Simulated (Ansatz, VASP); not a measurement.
As: VASP beside Ansatz

INCAR

```
  ALGO = Normal
  DIPOL = 0.5 0.5 0.500
  EDIFF = 1E-6
  ENCUT = 520
  GGA = PE
  IDIPOL = 3
  ISIF = 2
  ISMEAR = 0
  LASPH = T
  LCHARG = T
  LDIPOL = T
  LELF = T
  LREAL = F
  LVACPOTAV = T
  LVHAR = T
  LWAVE = F
  NBANDS = 12
  NELM = 60
  PREC = Accurate
  SIGMA = 0.02
```

The input KPOINTS:

```
k-points
0
Gamma
  9 9 1
```

File POSCAR:

```
As
1.0
    3.4390000000      0.0000000000      0.0000000000
   -1.7195000000      2.9782613636      0.0000000000
    0.0000000000      0.0000000000     28.0000000000
As
2
Direct
    0.3333333333      0.6666666667      0.5000000000
    0.6666666667      0.3333333333      0.5000000000
```

Input for Ansatz:

```yaml
crystal:
  lattice:
    - [3.439, 0.0, 0.0]
    - [-1.7195, 2.9782613636, 0.0]
    - [0.0, 0.0, 28.0]
  atoms:
    - { symbol: As, position: [0.3333333333, 0.6666666667, 0.5] }
    - { symbol: As, position: [0.6666666667, 0.3333333333, 0.5] }
  periodic: [true, true, false]
basis:
  ecutwfc: 420
kpoints:
  mp_grid: { grid: [9, 9, 1] }
hamiltonian:
  xc: pbe
scf:
  occupations: { method: gaussian, width: 0.02 }
output:
  forces: true
  stress: true
  eigenvalues: true
```

Alike in both runs: task single point; functional PBE; k mesh 9 × 9 × 1; occupations gaussian, width 0.02 eV; no spin polarisation.

|  | VASP | Ansatz |
| --- | --- | --- |
| version | VASP 6.6.1 | Ansatz 0.2.0 |
| potentials or method | VASP PAW PBE potentials, release 64 (As), cutoff 520 eV | scalar-relativistic, plane waves, PAW |
| valence electrons in the cell | 10 | 30 |

```csv
,VASP,Ansatz,Ansatz less VASP
gap on the k mesh at the Fermi level (eV),none,none,-
"work function, face that differs most (eV)",3.57,3.56,-0.008
```

A gap of «none» marks a metal or a gap that the smearing closes. With one functional, cell and mesh, what is left measures potentials, basis and numerics. VASP's potentials hold 10 valence electrons a cell and Ansatz's 30, so a difference there can come from the potentials and not from the codes.
